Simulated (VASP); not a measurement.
HfCl5:

```
Hf Cl
1.0
     3.23605    1.86833    4.52808
    -3.23605    1.86833    4.52808
     0.00000   -3.73667    4.52808
Hf Cl
1 5
Direct
  0.00000 0.00000 0.00000
  0.00000 0.00000 0.50000
  0.50000 0.00000 0.00000
  0.00000 0.50000 0.00000
  0.56887 0.56887 0.56887
  0.43113 0.43113 0.43113
```

```yaml
Program: VASP 6.6.1
Task: relaxation of cell and atoms
Functional: PBE
Potentials_or_basis: VASP PAW PBE potentials, release 64 (Hf_pv, Cl)
Cutoff: 600 eV
k_mesh: 3 × 3 × 3
Occupations: gaussian, width 0.1 eV
Spin: no spin polarisation
```

At the start: pressure -3.4 GPa; volume 27.38 Å³/atom.

Q: Where does the relaxation end?

A: Over 11 steps the energy falls by 603.5 meV/atom and the volume is 22.60 Å³/atom (-17.4 %); space group R-3m (No. 166, to 0.05 Å).

The path:
```csv
step,energy change (eV),largest force (eV/Å),pressure (GPa),volume (Å³)
1,0.0000,2.7545,-3.44,164.26
2,-2.1290,2.3546,-2.89,149.74
3,-3.3964,2.7107,3.10,131.52
4,-3.3496,2.7999,5.90,127.22
5,-3.0294,2.3767,-0.82,136.71
6,-3.5779,0.2639,2.18,130.41
7,-3.5781,0.2140,2.25,130.33
8,-3.6197,0.0987,-0.37,136.33
9,-3.6204,0.1063,-0.11,135.61
10,-3.6209,0.0506,0.06,135.60
11,-3.6210,0.0005,0.01,135.60
```

Final structure:
```cif
data_structure
_symmetry_space_group_name_H-M 'P 1'
_symmetry_Int_Tables_number 1
_cell_length_a 5.1704
_cell_length_b 5.1704
_cell_length_c 5.1704
_cell_angle_alpha 83.315
_cell_angle_beta 83.315
_cell_angle_gamma 83.315
_cell_volume 135.60
loop_
_atom_site_label
_atom_site_type_symbol
_atom_site_fract_x
_atom_site_fract_y
_atom_site_fract_z
_atom_site_occupancy
Hf1 Hf 0.00000 0.00000 0.00000 1
Cl1 Cl 0.00000 0.00000 0.50000 1
Cl2 Cl 0.50000 0.00000 0.00000 1
Cl3 Cl 0.00000 0.50000 0.00000 1
Cl4 Cl 0.60153 0.60153 0.60153 1
Cl5 Cl 0.39847 0.39847 0.39847 1
```

Caveat: the k points lie up to 0.41 Å⁻¹ apart in the final cell; the volume moved by over 15 % at a fixed basis, so the end points are rough; an odd number of electrons without spin polarisation forces a metal; a magnetic or distorted state may lie lower.
